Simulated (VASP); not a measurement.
ZnO:

```
CELL_PARAMETERS angstrom
0.05875 2.19252 2.19252
2.19252 0.05875 2.19252
2.19252 2.19252 0.05875
ATOMIC_POSITIONS crystal
Zn 0.00000 0.00000 0.00000
O 0.50000 0.50000 0.50000
```

This cell differs from its parent crystal: strain along [111] +4.1%.

Base run:

| Property | Result |
| --- | --- |
| Program | VASP 6.6.1 |
| Functional | r2SCAN |
| Potentials or basis | VASP PAW PBE potentials, release 64 (Zn, O) |
| Cutoff | 520 eV |
| k mesh | 10 × 10 × 10 |
| Occupations | gaussian, width 0.01 eV |
| Spin | no spin polarisation |

Its results: band gap on the k mesh 1.29 eV, indirect (least direct gap 2.50 eV); pressure -5.9 GPa.

The run is repeated on the same cell with these changes: functional from r2SCAN to PBE; occupations from gaussian, width 0.01 eV to fermi-dirac, width 0.02 eV. What comes out?

Band gap on the k mesh 0.68 eV, indirect (least direct gap 1.86 eV); pressure 1.4 GPa.

Caveats: the PAW data sets were made with another functional, which shifts forces and pressure a little (some runs).

A k mesh can miss the band edges.
